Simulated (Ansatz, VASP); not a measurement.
# Ge: VASP beside Ansatz

Contents of INCAR:

```
PREC = Accurate
ENCUT = 520
EDIFF = 1E-6
ISMEAR = 0
SIGMA = 0.15
LREAL = False
LASPH = True
NELM = 100
ALGO = Normal
ISIF = 2
LWAVE = False
LCHARG = True
GGA = PE
LELF = True
LVHAR = True
NBANDS = 21
```

KPOINTS

```
Automatic mesh
0
Gamma
  18 18 18
```

POSCAR

```
Ge
1.0
    0.0000000000      2.8229240765      2.8805347719
    2.8805347719      0.0000000000      2.8805347719
    2.8805347719      2.8229240765      0.0000000000
Ge
2
Direct
    0.5000000000      0.5000000000      0.5000000000
    0.7500000000      0.7500000000      0.7500000000
```

Input for Ansatz:

```yaml
crystal:
  lattice:
    - [0.0, 2.8229240765, 2.8805347719]
    - [2.8805347719, 0.0, 2.8805347719]
    - [2.8805347719, 2.8229240765, 0.0]
  atoms:
    - { symbol: Ge, position: [0.5, 0.5, 0.5] }
    - { symbol: Ge, position: [0.75, 0.75, 0.75] }
basis:
  ecutwfc: 420
kpoints:
  mp_grid: { grid: [18, 18, 18] }
hamiltonian:
  xc: pbe
scf:
  occupations: { method: gaussian, width: 0.15 }
output:
  forces: true
  stress: true
  eigenvalues: true
```

Change from the starting cell: strain -0.0200 x Voigt [0, 1, 0, 0, 0, 0], atoms carried along.

Alike in both runs: task single point; functional PBE; k mesh 18 × 18 × 18; occupations gaussian, width 0.15 eV; no spin polarisation.

|  | VASP | Ansatz |
| --- | --- | --- |
| version | VASP 6.6.1 | Ansatz 0.2.0 |
| potentials or method | VASP PAW PBE potentials, release 64 (Ge_d), cutoff 520 eV | scalar-relativistic, plane waves, PAW |
| valence electrons in the cell | 28 | 28 |

VASP gave:

```
gap on the k mesh at the Fermi level (eV)                     : 0.10
least direct gap on the mesh (eV)                             : 0.15
pressure (GPa)                                                : 1.2
traceless stress, the component that is largest in VASP (GPa) : 0.89
```

Problem. Which values does Ansatz return?

Solution. gap on the k mesh at the Fermi level (eV): 0.10; least direct gap on the mesh (eV): 0.15; pressure (GPa): 1.3; traceless stress, the component that is largest in VASP (GPa): 0.89.
